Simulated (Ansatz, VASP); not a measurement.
Two plane-wave programs on AlN

```
CELL_PARAMETERS angstrom
0.00000 2.16934 2.16934
2.16934 0.00000 2.16934
2.16934 2.16934 0.00000
ATOMIC_POSITIONS crystal
Al 0.00000 0.00000 0.00000
N 0.25000 0.25000 0.25000
```

Alike in both runs: task single point; functional b88 exchange, pbe correlation; k mesh 10 × 10 × 10; occupations fermi-dirac, width 0.05 eV; no spin polarisation.

```csv
,VASP,Ansatz
version,VASP 6.6.1,Ansatz 0.2.0
potentials or method,"VASP PAW PBE potentials, release 64 (Al, N)",Ansatz PAW
plane-wave cutoff (eV),600,420
valence electrons in the cell,8,8
```

```csv
,VASP,Ansatz,Ansatz less VASP
gap on the k mesh at the Fermi level (eV),3.35,3.36,+0.009
least direct gap on the mesh (eV),4.39,4.38,-0.016
pressure (GPa),9.0,9.5,+0.50
```

VASP's potentials were made for PBE, not for b88 exchange, pbe correlation.
